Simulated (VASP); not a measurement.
# SrCl2 (I4/mmm) in VASP: further runs

Runs on SrCl2. Level: r2SCAN. Tasks: single point.

Program: VASP 6.6.1. These are calculated values, not measurements. Logs are shortened: lines on timing, memory, paths and dates and some standing lists are left out, and cuts for length are marked.

## Step 1: The cell of the first run

The structure is tetragonal, space group I4/mmm (No. 139). The conventional cell has a = 4.535 Å, b = 4.535 Å, c = 6.692 Å, α = 90.00°, β = 90.00°, γ = 90.00°. Sr (site symmetry 4/mmm) has 8 Cl at 2.82 Å within 3.7 Å. Cl (site symmetry -4m2) has 4 Sr at 2.82 Å and 6 Cl at 3.21 to 3.35 Å within 3.7 Å.

## Step 2: Single point, r2SCAN (strain -0.080 along x and y, -0.040 along z)

File POSCAR:

```
SrCl2
1.0
    0.0000000000      3.2066600000      3.3460800000
    3.2066600000      0.0000000000      3.3460800000
    3.2066600000      3.2066600000      0.0000000000
Sr Cl
1 2
Direct
    0.0000000000      0.0000000000      0.0000000000
    0.2500000000      0.2500000000      0.2500000000
    0.7500000000      0.7500000000      0.7500000000
```

File INCAR.step1:

```
SYSTEM = SrCl2
  PREC = Accurate
  ENCUT = 520
  ISMEAR = 0
  SIGMA = 0.05
  LREAL = .FALSE.
  LASPH = .TRUE.
  NELM = 80
  NBANDS = 19
  GGA = PE
  ALGO = Normal
  EDIFF = 1E-4
  LWAVE = .TRUE.
  LCHARG = .FALSE.
```

File INCAR.step2:

```
SYSTEM = SrCl2
  PREC = Accurate
  ENCUT = 520
  EDIFF = 1E-6
  ISMEAR = 0
  SIGMA = 0.05
  LREAL = .FALSE.
  LASPH = .TRUE.
  NELM = 80
  ALGO = Normal
  ISIF = 2
  LWAVE = .FALSE.
  LCHARG = .FALSE.
  METAGGA = R2SCAN
  LMIXTAU = .TRUE.
  NBANDS = 19
  ISTART = 1
```

File KPOINTS:

```
Automatic mesh
0
G
  6 6 6
  0 0 0
```

Potentials or basis: VASP PAW PBE potentials, release 64 (Sr_sv, Cl).

Run with:

```console
> cat potpaw_PBE.64/Sr_sv/POTCAR potpaw_PBE.64/Cl/POTCAR > POTCAR
> cp INCAR.step1 INCAR
> mpirun -np 1 vasp_std > vasp.out
> cp INCAR.step2 INCAR
> mpirun -np 1 vasp_std > vasp.out
```

OUTCAR:

```text
SYSTEM = SrCl2
   PREC = Accurate
   ENCUT = 520
   EDIFF = 1E-6
   ISMEAR = 0
   LREAL = .FALSE.
   LASPH = .TRUE.
   NELM = 80
   ISIF = 2
   METAGGA = R2SCAN
   ISTART = 1

 ion  position               nearest neighbor table
   1  0.000  0.000  0.000-   3 2.82   3 2.82   2 2.82   3 2.82   2 2.82   2 2.82   3 2.82   2 2.82

   2  0.250  0.250  0.250-   1 2.82   1 2.82   1 2.82   1 2.82
   3  0.750  0.750  0.750-   1 2.82   1 2.82   1 2.82   1 2.82

  LATTYP: Found a body centered tetragonal cell.
 ALAT       =     4.5349020619
 C/A-ratio  =     1.4757011086

  Lattice vectors:

 A1 = (  -3.2066600000,   0.0000000000,   3.3460800000)
 A2 = (   3.2066600000,   0.0000000000,   3.3460800000)
 A3 = (   0.0000000000,   3.2066600000,  -3.3460800000)

Analysis of symmetry for initial positions (statically):
=====================================================================
 Subroutine PRICEL returns:
 Original cell was already a primitive cell.

 Routine SETGRP: Setting up the symmetry group for a
 body centered tetragonal supercell.

 Subroutine GETGRP returns: Found 16 space group operations
 (whereof 16 operations were pure point group operations)
 out of a pool of 16 trial point group operations.

The static configuration has the point symmetry D_4h.

Analysis of symmetry for dynamics (positions and initial velocities):
=====================================================================
 Subroutine PRICEL returns:
 Original cell was already a primitive cell.

 Routine SETGRP: Setting up the symmetry group for a
 body centered tetragonal supercell.

 Subroutine GETGRP returns: Found 16 space group operations
 (whereof 16 operations were pure point group operations)
 out of a pool of 16 trial point group operations.

The dynamic configuration has the point symmetry D_4h.

 Subroutine INISYM returns: Found 16 space group operations
 (whereof 16 operations are pure point group operations),
 and found     1 'primitive' translations

----------------------------------------------------------------------------------------

                                     Primitive cell

  volume of cell :      68.8133

  direct lattice vectors                    reciprocal lattice vectors
     0.000000000  3.206660000  3.346080000    -0.155925480  0.155925480  0.149428585
[... 80 lines left out ...]
   ISTART =      1    job   : 0-new  1-cont  2-samecut
   ICHARG =      0    charge: 1-file 2-atom 10-const
   ISPIN  =      1    spin polarized calculation?
   LNONCOLLINEAR =      F non collinear calculations
   LSORBIT =      F    spin-orbit coupling
   LASPH  =      T    aspherical Exc in radial PAW
   ENCUT  =  520.0 eV  38.22 Ry    6.18 a.u.   8.62  8.62  8.43*2*pi/ulx,y,z
   NELM   =     80;   NELMIN=  2; NELMDL=  0     # of ELM steps
   EDIFF  = 0.1E-05   stopping-criterion for ELM
   LREAL  =      F    real-space projection
   EDIFFG = 0.1E-04   stopping-criterion for IOM
   NSW    =      0    number of steps for IOM
   IBRION =     -1    ionic relax: 0-MD 1-quasi-New 2-CG
   NFREE  =      0    steps in history (QN), initial steepest desc. (CG)
   ISIF   =      2    stress and relaxation
   ISYM   =      2    0-nonsym 1-usesym 2-fastsym
   POTIM  = 0.5000    time-step for ionic-motion
   TEBEG  =    0.0;   TEEND  =   0.0 temperature during run
   PSTRESS=    0.0 pullay stress
   NELECT =      24.0000    total number of electrons
   NUPDOWN=      -1.0000    fix difference up-down
   EMIN   =  10.00;   EMAX   =-10.00  energy-range for DOS
   EFERMI =   0.00;   METHOD = LEGACY
   ISMEAR =     0;   SIGMA  =   0.05  broadening in eV -4-tet -1-fermi 0-gaus
   EFERMI_NEDOS =   21; number of points for ismear=-14 and -15
   IALGO  =     38    algorithm
   IMIX   =      4    mixing-type and parameters
     AMIX     =   0.40;   BMIX     =  1.00
     AMIX_MAG =   1.60;   BMIX_MAG =  1.00
  volume/ion in A,a.u.               =      22.94       154.79
  Fermi-wavevector in a.u.,A,eV,Ry     =   1.152359  2.177643 18.067607  1.327932
  Thomas-Fermi vector in A             =   2.289011
   LORBIT       =      0    0 simple, 1 ext, 2 COOP (PROOUT), +10 PAW based schemes
   METAGGA = R2SCAN    functional components
   LHFCALC =     F    Hartree Fock is set to
   AEXX    =    0.0000 exact exchange contribution
   IVDW    =     0    specifies the selected vdW correction
   LEPSILON=     F    determine dielectric tensor
   LRPA    =     F    only Hartree local field effects (RPA)
 non-spin polarized calculation
 Gauss-broadening in eV      SIGMA  =   0.05
  energy-cutoff  :      520.00
  volume of cell :       68.81
 maximum number of plane-waves:      1869
 NGX is ok and might be reduce to    36
   NGX = 17   NGY = 17   NGZ = 17

 number of electron      23.9999998 magnetization

 Free energy of the ion-electron system (eV)
  ---------------------------------------------------
  ext. energy  EPLUGINS =         0.00000000
  ---------------------------------------------------
  free energy    TOTEN  =       -35.08771393 eV

  energy without entropy =      -35.08771393  energy(sigma->0) =      -35.08771393

 E-fermi :   1.7948     XC(G=0):  -9.7802

 val. band max:        1.5005154745   @ k =   0.5000   0.0000   0.5000
 cond. band min:       7.1209089491   @ k =   0.5000   0.5000   0.0000
 fundamental gap:      5.6203934746
 Fermi energy:         1.7948110411

 k-point     1 :       0.0000    0.0000    0.0000
  band No.  band energies     occupation
      1     -32.0047      2.00000
      2     -13.4865      2.00000
      3     -13.4847      2.00000
      4     -13.4847      2.00000
      5     -13.2999      2.00000
      6     -11.8876      2.00000
[... 505 lines left out ...]
      6     -11.5722      2.00000
[... 11 lines left out ...]
     18      12.0957      0.00000
     19      13.0820      0.00000

 [... further k-points ...]
[... 5 lines left out ...]
  --------------------------------------------------------------------------------------
  -------------------------------------------------------------------------------------
  Total        6.2699697      6.2699697      4.9008698      0.0000000     -0.0000000     -0.0000000
  in kB      145.9835359    145.9835359    114.1068201      0.0000000     -0.0000000     -0.0000000
  external PRESSURE =     135.3579640 kB  Pullay stress =       0.0000000 kB

 VOLUME and BASIS-vectors are now :
 -----------------------------------------------------------------------------
  energy-cutoff  :      520.00
  volume of cell :       68.81
      direct lattice vectors                 reciprocal lattice vectors
     0.000000000  3.206660000  3.346080000    -0.155925480  0.155925480  0.149428585
     3.206660000  0.000000000  3.346080000     0.155925480 -0.155925480  0.149428585
     3.206660000  3.206660000  0.000000000     0.155925480  0.155925480 -0.149428585

 POSITION                                       TOTAL-FORCE (eV/Angst)
 -----------------------------------------------------------------------------------
      0.00000      0.00000      0.00000         0.000000     -0.000000     -0.000000
      1.60333      1.60333      1.67304         0.000000      0.000000     -0.000000
      4.80999      4.80999      5.01912        -0.000000     -0.000000      0.000000
 -----------------------------------------------------------------------------------
    total drift:                                0.000000      0.000000      0.000000

  FREE ENERGIE OF THE ION-ELECTRON SYSTEM (eV)
  ---------------------------------------------------
  free  energy   TOTEN  =       -35.0877139342 eV

  energy  without entropy=      -35.0877139342  energy(sigma->0) =      -35.08771393
```

OUTCAR.step1:

```text
SYSTEM = SrCl2
   PREC = Accurate
   ENCUT = 520
   ISMEAR = 0
   LREAL = .FALSE.
   LASPH = .TRUE.
[... 755 lines left out ...]
      0.00000      0.00000      0.00000         0.000000      0.000000      0.000000
      1.60333      1.60333      1.67304        -0.000000     -0.000000      0.000000
      4.80999      4.80999      5.01912         0.000000      0.000000      0.000000
 -----------------------------------------------------------------------------------
    total drift:                                0.000000      0.000000      0.000000

  FREE ENERGIE OF THE ION-ELECTRON SYSTEM (eV)
  ---------------------------------------------------
  free  energy   TOTEN  =       -12.1178530274 eV

  energy  without entropy=      -12.1178530274  energy(sigma->0) =      -12.11785303
```

OSZICAR.step1:

```text
N       E                     dE             d eps       ncg     rms          rms(c)
DAV:   1     0.138820255942E+03    0.13882E+03   -0.11936E+04  1140   0.116E+03
DAV:   2    -0.459990888983E+01   -0.14342E+03   -0.13835E+03  1475   0.225E+02
DAV:   3    -0.121373840299E+02   -0.75375E+01   -0.75127E+01  1525   0.525E+01
DAV:   4    -0.123749087475E+02   -0.23752E+00   -0.23725E+00  1876   0.779E+00
DAV:   5    -0.123773667168E+02   -0.24580E-02   -0.24577E-02  1565   0.789E-01    0.213E+01
DAV:   6    -0.121165785377E+02    0.26079E+00   -0.46146E-01  1298   0.387E+00    0.132E+01
DAV:   7    -0.121184451638E+02   -0.18666E-02   -0.40116E-01  1401   0.377E+00    0.161E+00
DAV:   8    -0.121154307968E+02    0.30144E-02   -0.59139E-02  1354   0.136E+00    0.479E-01
DAV:   9    -0.121166491922E+02   -0.12184E-02   -0.20881E-03  1350   0.313E-01    0.198E-01
DAV:  10    -0.121176763722E+02   -0.10272E-02   -0.65622E-04  1212   0.154E-01    0.593E-02
DAV:  11    -0.121178380555E+02   -0.16168E-03   -0.13777E-04  1326   0.649E-02    0.349E-02
DAV:  12    -0.121178530274E+02   -0.14972E-04   -0.21703E-05   999   0.255E-02
   1 F= -.12117853E+02 E0= -.12117853E+02  d E =-.461742E-15
```

Wall time 1.7 min (1 thread of AMD EPYC 9R45 (Zen 5), shared host); peak memory 0.2 GiB.

What came out:

| Property | Result |
| --- | --- |
| Free energy | -35.0877 eV |
| Pressure | 13.5 GPa |
| Band gap on the k mesh | 5.62 eV (least direct gap 5.64 eV) |

Stress tensor (GPa, compression positive):
```
14.60  0.00  0.00
 0.00 14.60  0.00
 0.00  0.00 11.41
```

Caveat: the cell differs from its parent crystal (strain -0.080 along x and y, -0.040 along z); the cell stands under pressure; the PAW data sets were made with another functional, which shifts forces and pressure a little.

## Step 3: Single point, r2SCAN (strain -0.040 along x and y, +0.000 along z)

File POSCAR:

```
SrCl2
1.0
    0.0000000000      3.3460800000      3.4855000000
    3.3460800000      0.0000000000      3.4855000000
    3.3460800000      3.3460800000      0.0000000000
Sr Cl
1 2
Direct
    0.0000000000      0.0000000000      0.0000000000
    0.2500000000      0.2500000000      0.2500000000
    0.7500000000      0.7500000000      0.7500000000
```

File INCAR.step1:

```
PREC = Accurate
ENCUT = 520
ISMEAR = 0
SIGMA = 0.05
LREAL = False
LASPH = True
NELM = 80
NBANDS = 19
GGA = PE
ALGO = Normal
EDIFF = 1E-4
LWAVE = True
LCHARG = False
```

File INCAR.step2:

```
PREC = Accurate
ENCUT = 520
EDIFF = 1E-7
ISMEAR = 0
SIGMA = 0.05
LREAL = False
LASPH = True
NELM = 80
ALGO = Normal
ISIF = 2
LWAVE = False
LCHARG = False
METAGGA = R2SCAN
LMIXTAU = True
NBANDS = 19
ISTART = 1
```

File KPOINTS:

```
regular mesh
0
Gamma
  6 6 6
```

Potentials or basis: VASP PAW PBE potentials, release 64 (Sr_sv, Cl).

Run with:

```console
> cat potpaw_PBE.64/Sr_sv/POTCAR potpaw_PBE.64/Cl/POTCAR > POTCAR
> cp INCAR.step1 INCAR
> mpirun -np 1 vasp_std > vasp.out
> cp INCAR.step2 INCAR
> mpirun -np 1 vasp_std > vasp.out
```

It took 2 min on 1 thread of AMD EPYC 9R45 (Zen 5), shared host; peak memory 0.2 GiB.

Results (log left out):

- Free energy: -35.5825 eV
- Pressure: 4.3 GPa
- Band gap on the k mesh: 5.81 eV

Stress tensor (GPa, compression positive):
```
5.18 0.00 0.00
0.00 5.18 0.00
0.00 0.00 2.67
```

Levels at points of the mesh, in eV from the valence-band top:
| k point | band 10 | band 11 | band 12 | band 13 | band 14 | band 15 |
| --- | --- | --- | --- | --- | --- | --- |
| (0.00, 0.00, 0.00) | -0.71 | -0.37 | -0.37 | 6.02 | 6.53 | 6.68 |
| (0.50, 0.00, 0.00) | -1.61 | -1.30 | -1.28 | 7.20 | 7.28 | 8.21 |
| (0.50, 0.50, 0.00) | -0.49 | -0.49 | -0.28 | 5.81 | 7.66 | 8.32 |
| (0.50, 0.00, 0.50) | -0.81 | -0.40 | 0.00 | 5.81 | 8.03 | 8.32 |

Caveat: the cell differs from its parent crystal (strain -0.040 along x and y, +0.000 along z); the cell stands under pressure; the PAW data sets were made with another functional, which shifts forces and pressure a little.
